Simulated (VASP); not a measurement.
Crystal: NaCuH4.

```
Na Cu H
1.0
     3.91604    0.00000    0.00000
     0.31375    4.00724    0.00000
     0.34508    0.36055   10.14869
Na Cu H
2 2 8
Direct
  0.01970 0.97887 0.24822
  0.98030 0.02113 0.75178
  0.00000 0.50000 0.00000
  0.50000 0.00000 0.50000
  0.55526 0.91776 0.00054
  0.50824 0.00140 0.34853
  0.99849 0.49110 0.15144
  0.91968 0.56181 0.50098
  0.44474 0.08224 0.99946
  0.49176 0.99860 0.65147
  0.00151 0.50890 0.84856
  0.08032 0.43819 0.49902
```

| Item | Value |
| --- | --- |
| Program | VASP 6.6.1 |
| Task | relaxation of cell and atoms |
| Functional | PBE |
| Potentials or basis | VASP PAW PBE potentials, release 64 (Na_pv, Cu, H) |
| Cutoff | 600 eV |
| k mesh | 4 × 4 × 2 |
| Occupations | gaussian, width 0.1 eV |
| Spin | no spin polarisation |

At the start: pressure 0.6 GPa; volume 13.27 Å³/atom.

How do energy, volume and symmetry change on relaxing?

Over 24 steps the energy falls by 2.2 meV/atom and the volume is 13.78 Å³/atom (+3.8 %); space group P-1 (No. 2, to 0.1 Å) before, C2/c (No. 15, to 0.1 Å).

The path:
```csv
step,energy change (eV),largest force (eV/Å),pressure (GPa),volume (Å³)
1,0.0000,0.3879,0.58,159.26
2,0.0037,0.6538,0.02,160.37
3,-0.0042,0.0782,0.34,159.72
4,-0.0069,0.0729,0.27,160.45
5,-0.0128,0.0604,0.09,162.65
6,-0.0157,0.2253,-0.26,167.11
7,-0.0170,0.1347,-0.29,167.54
8,-0.0180,0.0900,-0.31,168.14
9,-0.0178,0.2188,-0.38,169.33
10,-0.0183,0.0832,-0.34,168.63
11,-0.0193,0.0470,-0.29,168.55
12,-0.0205,0.0548,-0.15,168.38
13,-0.0206,0.0805,-0.13,168.33
14,-0.0211,0.0669,-0.13,168.17
15,-0.0217,0.1320,-0.07,167.75
16,-0.0221,0.1224,-0.07,167.63
17,-0.0231,0.0976,-0.03,167.30
18,-0.0245,0.1041,0.02,166.63
19,-0.0251,0.1181,0.15,165.29
20,-0.0252,0.1140,0.10,165.70
21,-0.0259,0.0734,0.04,165.58
22,-0.0261,0.1094,-0.05,165.31
23,-0.0263,0.0645,0.00,165.43
24,-0.0266,0.0296,0.03,165.32
```

Final structure:
```
Na Cu H
1.0
     4.06518    0.05961   -0.03116
     0.38672    4.08582   -0.03874
     0.28300    0.28060    9.96280
Na Cu H
2 2 8
Cartesian
  0.5185 4.0849 2.4463
  4.2164 0.3411 7.4466
  0.1934 2.0429 -0.0194
  2.5608 4.2559 4.9271
  2.6092 3.7796 -0.0470
  2.1663 0.1281 3.4246
  4.2978 2.1052 1.4900
  4.0956 2.4802 4.9391
  2.1257 0.6464 9.9399
  2.5686 4.2979 6.4683
  0.4371 2.3208 8.4030
  0.6393 1.9459 4.9538
```
